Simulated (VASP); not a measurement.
Here is a VASP 6.6.1 calculation.

The input INCAR:

```
ALGO = Normal
EDIFF = 1E-6
ENCUT = 500
GGA = PE
GGA_COMPAT = False
ISIF = 2
ISMEAR = 0
LASPH = True
LCHARG = False
LREAL = False
LWAVE = False
NBANDS = 11
NELM = 120
PREC = Accurate
SIGMA = 0.1
```

KPOINTS

```
k-points
0
Gamma
  8 8 8
```

Contents of POSCAR:

```
Pd
1.0
    0.0000000000      1.8995741606      1.8995741606
    1.8995741606      0.0000000000      1.8995741606
    1.8995741606      1.8995741606      0.0000000000
Pd
1
Direct
    0.0000000000      0.0000000000      0.0000000000
```

Potentials or basis: VASP PAW PBE potentials, release 64 (Pd).

Launch:

```console
$ cat potpaw_PBE.64/Pd/POTCAR > POTCAR
$ mpirun -np 1 vasp_std > vasp.out
```

**Question.** What does it give for the pressure?

**Answer.** 26.0 GPa.

**Question.** What does it give for the band gap on the k mesh?

**Answer.** Zero (band 5 reaches 11.47 eV, above the bottom of band 6 at 9.65 eV).
